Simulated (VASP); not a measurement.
# Ru (P6_3/mmc) in VASP: further runs

Ru is run at these levels: r2SCAN; tasks: single point, relaxation of volume and atoms at fixed shape.

Program: VASP 6.6.1. These are calculated values, not measurements. Logs are shortened: lines on timing, memory, paths and dates and some standing lists are left out, and cuts for length are marked.

**1. The cell of the first run**

Symmetry: P6_3/mmc, No. 194, hexagonal system. Conventional cell: a = 2.702 Å, b = 2.702 Å, c = 4.276 Å, α = 90.00°, β = 90.00°, γ = 120.00°. Ru (site symmetry -6m2) has 12 Ru at 2.65 to 2.70 Å within 3.5 Å.

**2. Single point, r2SCAN**

Input file POSCAR:

```
Ru
1.0
    2.7022786934      0.0000000000      0.0000000000
   -1.3511393467      2.3402419966      0.0000000000
    0.0000000000      0.0000000000      4.2763271475
Ru
2
Direct
    0.3333333333      0.6666666667      0.2500000000
    0.6666666667      0.3333333333      0.7500000000
```

Input file INCAR.step1:

```
SYSTEM = Ru
PREC = Accurate
ENCUT = 520
ISMEAR = -1
SIGMA = 0.05
LREAL = .FALSE.
LASPH = .TRUE.
NELM = 100
NBANDS = 21
GGA = PE
ALGO = Normal
EDIFF = 1E-4
LWAVE = .TRUE.
LCHARG = .FALSE.
```

Input file INCAR.step2:

```
SYSTEM = Ru
PREC = Accurate
ENCUT = 520
EDIFF = 1E-6
ISMEAR = -1
SIGMA = 0.05
LREAL = .FALSE.
LASPH = .TRUE.
NELM = 100
ALGO = Normal
ISIF = 2
LWAVE = .FALSE.
LCHARG = .FALSE.
METAGGA = R2SCAN
LMIXTAU = .TRUE.
NBANDS = 21
ISTART = 1
```

Input file KPOINTS:

```
regular mesh
0
G
  7 7 4
  0 0 0
```

Potentials or basis: VASP PAW PBE potentials, release 64 (Ru_pv).

The run is started by

```
$ cat potpaw_PBE.64/Ru_pv/POTCAR > POTCAR
$ cp INCAR.step1 INCAR
$ mpirun -np 1 vasp_std > vasp.out
$ cp INCAR.step2 INCAR
$ mpirun -np 1 vasp_std > vasp.out
```

OUTCAR:

```text
SYSTEM = Ru
   PREC = Accurate
   ENCUT = 520
   EDIFF = 1E-6
   ISMEAR = -1
   LREAL = .FALSE.
   LASPH = .TRUE.
   NELM = 100
   ISIF = 2
   METAGGA = R2SCAN
   ISTART = 1

 ion  position               nearest neighbor table
   1  0.333  0.667  0.250-   2 2.65   2 2.65   2 2.65   2 2.65   2 2.65   2 2.65
   2  0.667  0.333  0.750-   1 2.65   1 2.65   1 2.65   1 2.65   1 2.65   1 2.65

  LATTYP: Found a hexagonal cell.
 ALAT       =     2.7022786934
 C/A-ratio  =     1.5824893109

  Lattice vectors:

 A1 = (   2.7022786934,   0.0000000000,   0.0000000000)
 A2 = (  -1.3511393467,   2.3402419966,   0.0000000000)
 A3 = (   0.0000000000,   0.0000000000,   4.2763271475)

Analysis of symmetry for initial positions (statically):
=====================================================================
 Subroutine PRICEL returns:
 Original cell was already a primitive cell.

 Routine SETGRP: Setting up the symmetry group for a
 hexagonal supercell.

 Subroutine GETGRP returns: Found 24 space group operations
 (whereof 12 operations were pure point group operations)
 out of a pool of 24 trial point group operations.

The static configuration has the point symmetry D_3d.
 The point group associated with its full space group is D_6h.

Analysis of symmetry for dynamics (positions and initial velocities):
=====================================================================
 Subroutine PRICEL returns:
 Original cell was already a primitive cell.

 Routine SETGRP: Setting up the symmetry group for a
 hexagonal supercell.

 Subroutine GETGRP returns: Found 24 space group operations
 (whereof 12 operations were pure point group operations)
 out of a pool of 24 trial point group operations.

The dynamic configuration has the point symmetry D_3d.
 The point group associated with its full space group is D_6h.

 Subroutine INISYM returns: Found 24 space group operations
 (whereof 12 operations are pure point group operations),
 and found     1 'primitive' translations

----------------------------------------------------------------------------------------

                                     Primitive cell

  volume of cell :      27.0434

  direct lattice vectors                    reciprocal lattice vectors
     2.702278693  0.000000000  0.000000000     0.370058056  0.213653118  0.000000000
    -1.351139347  2.340241997  0.000000000     0.000000000  0.427306236  0.000000000
     0.000000000  0.000000000  4.276327147     0.000000000  0.000000000  0.233845533

  length of vectors
     2.702278693  2.702278693  4.276327147     0.427306236  0.427306236  0.233845533

  position of ions in fractional coordinates (direct lattice)
     0.333333333  0.666666667  0.250000000
     0.666666667  0.333333333  0.750000000

  ion indices of the primitive-cell ions
   primitive index   ion index
                 1           1
                 2           2

----------------------------------------------------------------------------------------

 KPOINTS: regular mesh

Automatic generation of k-mesh.
 Grid dimensions read from file:
 generate k-points for:    7    7    4

 Generating k-lattice:

  Cartesian coordinates                     Fractional coordinates (reciprocal lattice)
     0.052865437  0.030521874  0.000000000     0.142857143  0.000000000  0.000000000
     0.000000000  0.061043748  0.000000000     0.000000000  0.142857143  0.000000000
     0.000000000  0.000000000  0.058461383     0.000000000  0.000000000  0.250000000

  Length of vectors
     0.061043748  0.061043748  0.058461383

  Shift w.r.t. Gamma in fractional coordinates (k-lattice)
     0.000000000  0.000000000  0.000000000

 Subroutine IBZKPT returns following result:
 ===========================================

 Found     24 irreducible k-points:

 Following reciprocal coordinates:
            Coordinates               Weight
  0.000000  0.000000  0.000000      1.000000
  0.142857  0.000000  0.000000      6.000000
  0.285714  0.000000  0.000000      6.000000
  0.428571  0.000000  0.000000      6.000000
  0.142857  0.142857  0.000000      6.000000
  0.285714  0.142857  0.000000     12.000000
[... 16 lines left out ...]
  0.428571  0.142857  0.500000      6.000000
  0.285714  0.285714  0.500000      6.000000
   k-points           NKPTS =     24   k-points in BZ     NKDIM =     24   number of bands    NBANDS=     21
   number of dos      NEDOS =    301   number of ions     NIONS =      2
   total plane-waves  NPLWV =  12800
   dimension x,y,z NGX =    20 NGY =   20 NGZ =   32
   dimension x,y,z NGXF=    40 NGYF=   40 NGZF=   64
   ions per type =               2
   NGX,Y,Z   is equivalent  to a cutoff of  12.30, 12.30, 12.44 a.u.
   NGXF,Y,Z  is equivalent  to a cutoff of  24.61, 24.61, 24.88 a.u.
 SYSTEM =  Ru
   PREC   = accura    normal or accurate (medium, high low for compatibility)
   ISTART =      1    job   : 0-new  1-cont  2-samecut
   ICHARG =      0    charge: 1-file 2-atom 10-const
   ISPIN  =      1    spin polarized calculation?
   LNONCOLLINEAR =      F non collinear calculations
   LSORBIT =      F    spin-orbit coupling
   LASPH  =      T    aspherical Exc in radial PAW
   ENCUT  =  520.0 eV  38.22 Ry    6.18 a.u.   5.02  5.02  7.95*2*pi/ulx,y,z
   NELM   =    100;   NELMIN=  2; NELMDL=  0     # of ELM steps
   EDIFF  = 0.1E-05   stopping-criterion for ELM
   LREAL  =      F    real-space projection
   EDIFFG = 0.1E-04   stopping-criterion for IOM
   NSW    =      0    number of steps for IOM
   IBRION =     -1    ionic relax: 0-MD 1-quasi-New 2-CG
   NFREE  =      0    steps in history (QN), initial steepest desc. (CG)
   ISIF   =      2    stress and relaxation
   ISYM   =      2    0-nonsym 1-usesym 2-fastsym
   POTIM  = 0.5000    time-step for ionic-motion
   TEBEG  =    0.0;   TEEND  =   0.0 temperature during run
   PSTRESS=    0.0 pullay stress
   NELECT =      28.0000    total number of electrons
   NUPDOWN=      -1.0000    fix difference up-down
   EMIN   =  10.00;   EMAX   =-10.00  energy-range for DOS
   EFERMI =   0.00;   METHOD = LEGACY
   ISMEAR =    -1;   SIGMA  =   0.05  broadening in eV -4-tet -1-fermi 0-gaus
   EFERMI_NEDOS =   21; number of points for ismear=-14 and -15
   IALGO  =     38    algorithm
   IMIX   =      4    mixing-type and parameters
     AMIX     =   0.40;   BMIX     =  1.00
     AMIX_MAG =   1.60;   BMIX_MAG =  1.00
  volume/ion in A,a.u.               =      13.52        91.25
  Fermi-wavevector in a.u.,A,eV,Ry     =   1.656178  3.129722 37.319749  2.742924
  Thomas-Fermi vector in A             =   2.744147
   LORBIT       =      0    0 simple, 1 ext, 2 COOP (PROOUT), +10 PAW based schemes
   METAGGA = R2SCAN    functional components
   LHFCALC =     F    Hartree Fock is set to
   AEXX    =    0.0000 exact exchange contribution
   IVDW    =     0    specifies the selected vdW correction
   LEPSILON=     F    determine dielectric tensor
   LRPA    =     F    only Hartree local field effects (RPA)
 non-spin polarized calculation
  energy-cutoff  :      520.00
  volume of cell :       27.04
 maximum number of plane-waves:       744
 NGX is ok and might be reduce to    20
   NGX =  9   NGY =  9   NGZ = 15

 number of electron      28.0000006 magnetization

 Free energy of the ion-electron system (eV)
  ---------------------------------------------------
  ext. energy  EPLUGINS =         0.00000000
  ---------------------------------------------------
  free energy    TOTEN  =       -50.79783464 eV

  energy without entropy =      -50.77053249  energy(sigma->0) =      -50.78418357

 E-fermi :  12.8329     XC(G=0): -15.4257

 val. band max:       12.8254370486   @ k =   0.2857   0.1429   0.0000
 cond. band min:      12.8641737804   @ k =   0.1429   0.1429   0.0000
 fundamental gap:      0.0387367317
 Fermi energy:        12.8329499809

 k-point     1 :       0.0000    0.0000    0.0000
  band No.  band energies     occupation
      1     -32.2998      2.00000
      2     -31.2292      2.00000
      3     -31.2292      2.00000
      4     -31.0489      2.00000
      5     -31.0434      2.00000
      6     -31.0434      2.00000
[... 13 lines left out ...]
     20      21.2749      0.00000
     21      23.7014      0.00000

 k-point     2 :       0.1429    0.0000    0.0000
  band No.  band energies     occupation
      1     -32.2255      2.00000
      2     -31.3837      2.00000
      3     -31.2803      2.00000
      4     -31.2030      2.00000
      5     -31.0842      2.00000
      6     -31.0652      2.00000
[... 13 lines left out ...]
     20      21.2749      0.00000
     21      23.5716      0.00000

 k-point     3 :       0.2857    0.0000    0.0000
  band No.  band energies     occupation
      1     -32.0323      2.00000
      2     -31.7307      2.00000
      3     -31.5436      2.00000
      4     -31.3880      2.00000
      5     -31.1891      2.00000
      6     -31.1195      2.00000
[... 13 lines left out ...]
     20      21.4982      0.00000
     21      23.2491      0.00000

 k-point     4 :       0.4286    0.0000    0.0000
  band No.  band energies     occupation
      1     -32.0077      2.00000
      2     -31.8168      2.00000
      3     -31.8014      2.00000
      4     -31.4699      2.00000
      5     -31.3332      2.00000
      6     -31.1661      2.00000
[... 13 lines left out ...]
     20      21.2749      0.00000
     21      24.2459      0.00000

 k-point     5 :       0.1429    0.1429    0.0000
  band No.  band energies     occupation
      1     -32.0910      2.00000
      2     -31.5762      2.00000
      3     -31.5239      2.00000
      4     -31.3072      2.00000
      5     -31.1549      2.00000
      6     -31.1429      2.00000
[... 13 lines left out ...]
     20      21.2748      0.00000
     21      23.3967      0.00000
[... 382 lines left out ...]
     20      21.2748      0.00000
     21      29.3222      0.00000

 k-point    22 :       0.2857    0.1429    0.5000
  band No.  band energies     occupation
      1     -32.0156      2.00000
      2     -32.0156      2.00000
      3     -31.4496      2.00000
      4     -31.4496      2.00000
      5     -31.2664      2.00000
      6     -31.2664      2.00000
[... 13 lines left out ...]
     20      21.2749      0.00000
     21      26.7183      0.00000

 k-point    23 :       0.4286    0.1429    0.5000
  band No.  band energies     occupation
      1     -32.1065      2.00000
      2     -32.1065      2.00000
      3     -31.5011      2.00000
      4     -31.5011      2.00000
      5     -31.2675      2.00000
      6     -31.2675      2.00000
[... 13 lines left out ...]
     20      21.2747      0.00000
     21      24.1014      0.00000

 k-point    24 :       0.2857    0.2857    0.5000
  band No.  band energies     occupation
      1     -32.0262      2.00000
      2     -32.0262      2.00000
      3     -31.6420      2.00000
      4     -31.6420      2.00000
      5     -31.2479      2.00000
      6     -31.2479      2.00000
[... 13 lines left out ...]
     20      21.2748      0.00000
     21      25.3786      0.00000

------------------------ aborting loop because EDIFF is reached ----------------------------------------

  FORCE on cell =-STRESS in cart. coord.  units (eV):
  Direction    XX          YY          ZZ          XY          YZ          ZX
  --------------------------------------------------------------------------------------
  -------------------------------------------------------------------------------------
  Total        0.6157503      0.6157503     -0.5719832      0.0000000      0.0000000      0.0000000
  in kB       36.4798779     36.4798779    -33.8869128      0.0000000      0.0000000      0.0000000
  external PRESSURE =      13.0242810 kB  Pullay stress =       0.0000000 kB

 VOLUME and BASIS-vectors are now :
 -----------------------------------------------------------------------------
  energy-cutoff  :      520.00
  volume of cell :       27.04
      direct lattice vectors                 reciprocal lattice vectors
     2.702278693  0.000000000  0.000000000     0.370058056  0.213653118  0.000000000
    -1.351139347  2.340241997  0.000000000     0.000000000  0.427306236  0.000000000
     0.000000000  0.000000000  4.276327147     0.000000000  0.000000000  0.233845533

 POSITION                                       TOTAL-FORCE (eV/Angst)
 -----------------------------------------------------------------------------------
     -0.00000      1.56016      1.06908         0.000000     -0.000000      0.000000
      1.35114      0.78008      3.20725        -0.000000      0.000000      0.000000
 -----------------------------------------------------------------------------------
    total drift:                               -0.000000      0.000000     -0.000000

  FREE ENERGIE OF THE ION-ELECTRON SYSTEM (eV)
  ---------------------------------------------------
  free  energy   TOTEN  =       -50.7978346405 eV

  energy  without entropy=      -50.7705324924  energy(sigma->0) =      -50.78418357
```

Wall time 61 s (1 thread of Intel Xeon 8259CL, shared host); peak memory 0.15 GiB.

Results:

- Free energy: -50.7978 eV
- Pressure: 1.3 GPa
- Band gap on the k mesh: zero (bands 14 and 15 overlap by 2.84 eV)

Caveat: the k points lie up to 0.38 Å⁻¹ apart, too coarse for converged energies and pressures of a metal; an empty level that is flat over the whole mesh can mark a ghost state of the potentials, or a narrow d or f band; the PAW data sets were made with another functional, which shifts forces and pressure a little.

[end of part 1 of 2]

The gap in the log of VASP goes by the Fermi energy; the results here count the filled bands.